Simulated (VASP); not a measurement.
# Sb (R-3m) in VASP: further runs, part 3 of 3

VASP 6.6.1.

## Step 4: Electric field gradients, PBE (zz strain of -1 %)

The input, INCAR:

```
  PREC = Accurate
  ENCUT = 400
  EDIFF = 1E-8
  ISMEAR = -1
  SIGMA = 0.05
  LREAL = F
  LASPH = T
  NELM = 120
  ALGO = Normal
  ISIF = 2
  LWAVE = F
  LCHARG = F
  GGA = PE
  LEFG = T
  NBANDS = 12
  GGA_COMPAT = F
```

The input, KPOINTS:

```
regular mesh
0
Gamma
  9 9 9
```

The input, POSCAR:

```
Sb
1.0
    2.1506003320      1.2416496806      3.7065600000
   -2.1506003320      1.2416496806      3.7065600000
    0.0000000000     -2.4832993611      3.7065600000
Sb
2
Direct
    0.2336400000      0.2336400000      0.2336400000
    0.7663600000      0.7663600000      0.7663600000
```

Potentials or basis: VASP PAW PBE potentials, release 64 (Sb).

On the command line:

```bash
$ cat potpaw_PBE.64/Sb/POTCAR > POTCAR
$ mpirun -np 1 vasp_std > vasp.out
```

OUTCAR:

```text
PREC = Accurate
   ENCUT = 400
   EDIFF = 1E-8
   ISMEAR = -1
   LREAL = F
   LASPH = T
   NELM = 120
   ISIF = 2
   GGA = PE

 ion  position               nearest neighbor table
   1  0.234  0.234  0.234-   2 2.90   2 2.90   2 2.90   2 3.33   2 3.33   2 3.33
   2  0.766  0.766  0.766-   1 2.90   1 2.90   1 2.90   1 3.33   1 3.33   1 3.33

  LATTYP: Found a trigonal (rhomboedric) cell.
 ALAT       =     4.4615426425
 COS(alpha) =     0.5352928911

  Lattice vectors:

 A1 = (   2.1506003320,   1.2416496806,   3.7065600000)
 A2 = (  -2.1506003320,   1.2416496806,   3.7065600000)
 A3 = (   0.0000000000,  -2.4832993611,   3.7065600000)

Analysis of symmetry for initial positions (statically):
=====================================================================
 Subroutine PRICEL returns:
 Original cell was already a primitive cell.

 Routine SETGRP: Setting up the symmetry group for a
 trigonal (rhombohedral) supercell.

 Subroutine GETGRP returns: Found 12 space group operations
 (whereof 12 operations were pure point group operations)
 out of a pool of 12 trial point group operations.

The static configuration has the point symmetry D_3d.

Analysis of symmetry for dynamics (positions and initial velocities):
=====================================================================
 Subroutine PRICEL returns:
 Original cell was already a primitive cell.

 Routine SETGRP: Setting up the symmetry group for a
 trigonal (rhombohedral) supercell.

 Subroutine GETGRP returns: Found 12 space group operations
 (whereof 12 operations were pure point group operations)
 out of a pool of 12 trial point group operations.

The dynamic configuration has the point symmetry D_3d.

 Subroutine INISYM returns: Found 12 space group operations
 (whereof 12 operations are pure point group operations),
 and found     1 'primitive' translations

----------------------------------------------------------------------------------------

                                     Primitive cell

  volume of cell :      59.3856

  direct lattice vectors                    reciprocal lattice vectors
     2.150600332  1.241649681  3.706560000     0.232493222  0.134230024  0.089930645
    -2.150600332  1.241649681  3.706560000    -0.232493222  0.134230024  0.089930645
     0.000000000 -2.483299361  3.706560000     0.000000000 -0.268460048  0.089930645

  length of vectors
     4.461542643  4.461542643  4.461542642     0.283122444  0.283122444  0.283122445

  position of ions in fractional coordinates (direct lattice)
     0.233640000  0.233640000  0.233640000
     0.766360000  0.766360000  0.766360000

  ion indices of the primitive-cell ions
   primitive index   ion index
                 1           1
                 2           2

----------------------------------------------------------------------------------------

 KPOINTS: regular mesh

Automatic generation of k-mesh.
 Grid dimensions read from file:
 generate k-points for:    9    9    9

[... 80 lines left out ...]
   IALGO  =     38    algorithm
   IMIX   =      4    mixing-type and parameters
     AMIX     =   0.40;   BMIX     =  1.00
     AMIX_MAG =   1.60;   BMIX_MAG =  1.00
  volume/ion in A,a.u.               =      29.69       200.38
  Fermi-wavevector in a.u.,A,eV,Ry     =   0.904026  1.708362 11.119549  0.817264
  Thomas-Fermi vector in A             =   2.027423
   LORBIT       =      0    0 simple, 1 ext, 2 COOP (PROOUT), +10 PAW based schemes
   GGA     = PE    functional components
   LHFCALC =     F    Hartree Fock is set to
   AEXX    =    0.0000 exact exchange contribution
   IVDW    =     0    specifies the selected vdW correction
   LEPSILON=     F    determine dielectric tensor
   LRPA    =     F    only Hartree local field effects (RPA)
 non-spin polarized calculation
  energy-cutoff  :      400.00
  volume of cell :       59.39
 maximum number of plane-waves:      1089
 NGX is ok and might be reduce to    30
   NGX = 15   NGY = 15   NGZ = 15

 number of electron      10.0000002 magnetization

 Free energy of the ion-electron system (eV)
  ---------------------------------------------------
  ext. energy  EPLUGINS =         0.00000000
  ---------------------------------------------------
  free energy    TOTEN  =        -8.23709981 eV

  energy without entropy =       -8.23528423  energy(sigma->0) =       -8.23619202

 E-fermi :   7.4961     XC(G=0):  -9.6053

 val. band max:        7.4406598721   @ k =   0.3333   0.1111   0.1111
 cond. band min:       7.5117649070   @ k =   0.4444   0.0000   0.0000
 fundamental gap:      0.0711050349
 Fermi energy:         7.4960692397

 k-point     1 :       0.0000    0.0000    0.0000
  band No.  band energies     occupation
      1      -5.3516      2.00000
      2       2.8151      2.00000
      3       5.4781      2.00000
      4       5.6236      2.00000
      5       5.6236      2.00000
      6       9.5881      0.00000
      7      10.2346      0.00000
      8      10.2346      0.00000
      9      12.5185      0.00000
     10      12.5185      0.00000
     11      12.7548      0.00000
     12      14.0364      0.00000
[... 331 lines left out ...]
 k-point    24 :       0.4444    0.4444    0.0000
  band No.  band energies     occupation
      1      -3.0815      2.00000
      2      -0.4074      2.00000
      3       2.1395      2.00000
      4       3.7608      2.00000
      5       3.7620      2.00000
      6       9.0026      0.00000
      7      12.4705      0.00000
      8      12.9997      0.00000
      9      14.1546      0.00000
     10      16.0874      0.00000
     11      17.2191      0.00000
     12      18.3376      0.00000

 [... further k-points ...]

------------------------ aborting loop because EDIFF is reached ----------------------------------------

  FORCE on cell =-STRESS in cart. coord.  units (eV):
  Direction    XX          YY          ZZ          XY          YZ          ZX
  --------------------------------------------------------------------------------------
  -------------------------------------------------------------------------------------
  Total        1.4367187      1.4367187      1.3382856      0.0000000      0.0000000      0.0000000
  in kB       38.7615607     38.7615607     36.1059124      0.0000000      0.0000000      0.0000000
  external PRESSURE =      37.8763446 kB  Pullay stress =       0.0000000 kB

 VOLUME and BASIS-vectors are now :
 -----------------------------------------------------------------------------
  energy-cutoff  :      400.00
  volume of cell :       59.39
      direct lattice vectors                 reciprocal lattice vectors
     2.150600332  1.241649681  3.706560000     0.232493222  0.134230024  0.089930645
    -2.150600332  1.241649681  3.706560000    -0.232493222  0.134230024  0.089930645
     0.000000000 -2.483299361  3.706560000     0.000000000 -0.268460048  0.089930645

 POSITION                                       TOTAL-FORCE (eV/Angst)
 -----------------------------------------------------------------------------------
      0.00000      0.00000      2.59800         0.000000      0.000000      0.309576
      0.00000      0.00000      8.52168         0.000000     -0.000000     -0.309576
 -----------------------------------------------------------------------------------
    total drift:                                0.000000     -0.000000      0.000000

  FREE ENERGIE OF THE ION-ELECTRON SYSTEM (eV)
  ---------------------------------------------------
  free  energy   TOTEN  =        -8.2370998137 eV

  energy  without entropy=       -8.2352842282  energy(sigma->0) =       -8.23619202

 Electric field gradients (V/A^2)
---------------------------------------------------------------------
 ion       V_xx      V_yy      V_zz      V_xy      V_xz      V_yz
---------------------------------------------------------------------
   1      24.604    24.604   -49.208     0.000     0.000    -0.000
   2      24.604    24.604   -49.208     0.000     0.000    -0.000
---------------------------------------------------------------------

 Electric field gradients after diagonalization (V/A^2)
 (convention: |V_zz| > |V_xx| > |V_yy|)
----------------------------------------------------------------------
 ion       V_xx      V_yy      V_zz     asymmetry (V_yy - V_xx)/ V_zz
----------------------------------------------------------------------
   1      24.604    24.604   -49.208       0.000
   2      24.604    24.604   -49.208       0.000
----------------------------------------------------------------------

           NMR quadrupolar parameters

 Cq : quadrupolar parameter    Cq=e*Q*V_zz/h
 eta: asymmetry parameters     (V_yy - V_xx)/ V_zz
 Q  : nuclear electric quadrupole moment in mb (millibarn)
----------------------------------------------------------------------
 ion       Cq(MHz)       eta       Q (mb)
----------------------------------------------------------------------
   1      -0.119       0.000       1.000
   2      -0.119       0.000       1.000
----------------------------------------------------------------------
```

stdout:

```text
POSCAR found type information on POSCAR Sb
 POSCAR found :  1 types and       2 ions
 scaLAPACK will be used
 LDA part: xc-table for (Slater+PW92), standard interpolation
 POSCAR, INCAR and KPOINTS ok, starting setup
 FFT: planning ... GRIDC
 FFT: planning ... GRID_SOFT
 FFT: planning ... GRID
 WAVECAR not read
 entering main loop
ion   1

ion   2
```

Run time: 42 s. Hardware: 1 thread of Intel Xeon Platinum 8488C (Sapphire Rapids), shared host; peak memory 0.18 GiB.

Results:

- Free energy: -8.2371 eV
- Pressure: 3.8 GPa
- Largest force: 0.310 eV/Å
- Band gap on the k mesh: 0.07 eV, indirect (least direct gap 0.47 eV)

Forces on the atoms (eV/Å):
```
Sb   0.000  0.000  0.310
Sb   0.000  0.000 -0.310
```

Electric field gradients, principal values (V/Å²):
| atom | least | middle | greatest (by size) |
| --- | --- | --- | --- |
| 1 Sb | 24.604 | 24.604 | -49.208 |
| 2 Sb | 24.604 | 24.604 | -49.208 |

Caveat: the cell differs from its parent crystal (zz strain of -1 %); without QUAD_EFG the Cq values of the log hold for a quadrupole moment of 1 mb, not for the nuclei; spin-orbit coupling is left out, which moves the levels of the heavy elements. A k mesh can miss the band edges.
